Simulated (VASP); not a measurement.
Set up this calculation in VASP 6.6.1, as the native input.

```yaml
Task: single point
Functional: PBE
Potentials_or_basis: VASP PAW PBE potentials, release 64 (Si, Ni)
Cutoff: 520 eV
k_mesh: 12 × 12 × 12
Occupations: gaussian, width 0.05 eV
Spin: collinear spin, ferromagnetic start
Starting_moments: "[0.0, 0.0, 0.05] μB"
Dipole_correction: no
Further_INCAR_settings: ALGO = Normal; EDIFF = 1e-07; NBANDS = 20
```

The structure of Si2Ni lies in POSCAR:

```
Si2Ni
1.0
    0.0000000000      2.6848706766      2.6848706766
    2.6848706766      0.0000000000      2.6848706766
    2.6848706766      2.6848706766      0.0000000000
Si Ni
2 1
Direct
    0.2500000000      0.2500000000      0.2500000000
    0.7500000000      0.7500000000      0.7500000000
    0.0000000000      0.0000000000      0.0000000000
```

This cell differs from its parent crystal: volume scaled by 0.960.

These files were run (other wordings do the same):

INCAR

```
PREC     = Accurate       # precision mode
ENCUT    = 520            # plane-wave cutoff, eV
EDIFF    = 1E-7           # SCF threshold, eV
ISMEAR   = 0              # smearing method
SIGMA    = 0.05           # smearing width, eV
LREAL    = F              # projectors in reciprocal space
LASPH    = T              # aspherical terms in the spheres
NELM     = 150            # most SCF steps
ALGO     = Normal         # electronic algorithm
ISIF     = 2              # what is computed and relaxed
LWAVE    = F              # write WAVECAR
LCHARG   = F              # write CHGCAR
ISPIN    = 2              # spin polarisation
MAGMOM   = 0 0 0.05       # initial moments
LORBIT   = 11             # projections on sites
LMAXMIX  = 4              # l up to which the mixer works
GGA      = PE             # functional
NBANDS   = 20             # bands
```

KPOINTS

```
Automatic mesh
0
Gamma
  12 12 12
```

Potentials or basis: VASP PAW PBE potentials, release 64 (Si, Ni).

Run with:

```sh
$ cat potpaw_PBE.64/Si/POTCAR potpaw_PBE.64/Ni/POTCAR > POTCAR
$ mpirun -np 1 vasp_std > vasp.out
```

Results of the run:

```yaml
Pressure: 6.4 GPa
Band_gap_on_the_k_mesh: zero (filled and empty bands overlap)
Net_moment: 0.00 μB per cell
Valence_electrons_inside_the_program's_atomic_spheres: Si 1.60; Ni 9.86
```

It took 91 s on 1 thread of Intel Xeon 6975P-C, on a shared host, peak memory 0.23 GiB.
